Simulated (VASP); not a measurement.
Crystal: ScF3.

```
Sc F
1.0
     4.01245    0.00000    0.00000
     0.00000    4.01245    0.00000
     0.00000    0.00000    4.01245
Sc F
1 3
Direct
  0.00000 0.00000 0.00000
  0.50000 0.00000 0.00000
  0.00000 0.50000 0.00000
  0.00000 0.00000 0.50000
```

| Quantity | Value |
| --- | --- |
| Program | VASP 6.6.1 |
| Task | relaxation of cell and atoms |
| Functional | LDA |
| Potentials or basis | VASP PAW LDA potentials, release 64 (Sc_sv, F) |
| Cutoff | 600 eV |
| k mesh | 6 × 6 × 6 |
| Occupations | fermi-dirac, width 0.02 eV |
| Spin | no spin polarisation |

At the start: pressure -2.4 GPa; volume 16.15 Å³/atom.

**Question.** How do energy, volume and symmetry change on relaxing?

**Answer.** Over 3 steps the energy falls by 3.0 meV/atom and the volume is 15.77 Å³/atom (-2.4 %); space group Pm-3m (No. 221, to 0.05 Å).

The path:
```tsv
step	energy change (eV)	largest force (eV/Å)	pressure (GPa)	volume (Å³)
1	0.0000	0.0000	-2.42	64.60
2	-0.0092	0.0000	1.22	62.35
3	-0.0119	0.0000	0.00	63.06
```

Final structure:
```cif
data_structure
_symmetry_space_group_name_H-M 'P 1'
_symmetry_Int_Tables_number 1
_cell_length_a 3.9803
_cell_length_b 3.9803
_cell_length_c 3.9803
_cell_angle_alpha 90.000
_cell_angle_beta 90.000
_cell_angle_gamma 90.000
_cell_volume 63.06
loop_
_atom_site_label
_atom_site_type_symbol
_atom_site_fract_x
_atom_site_fract_y
_atom_site_fract_z
_atom_site_occupancy
Sc1 Sc 0.00000 0.00000 0.00000 1
F1 F 0.50000 0.00000 0.00000 1
F2 F 0.00000 0.50000 0.00000 1
F3 F 0.00000 0.00000 0.50000 1
```
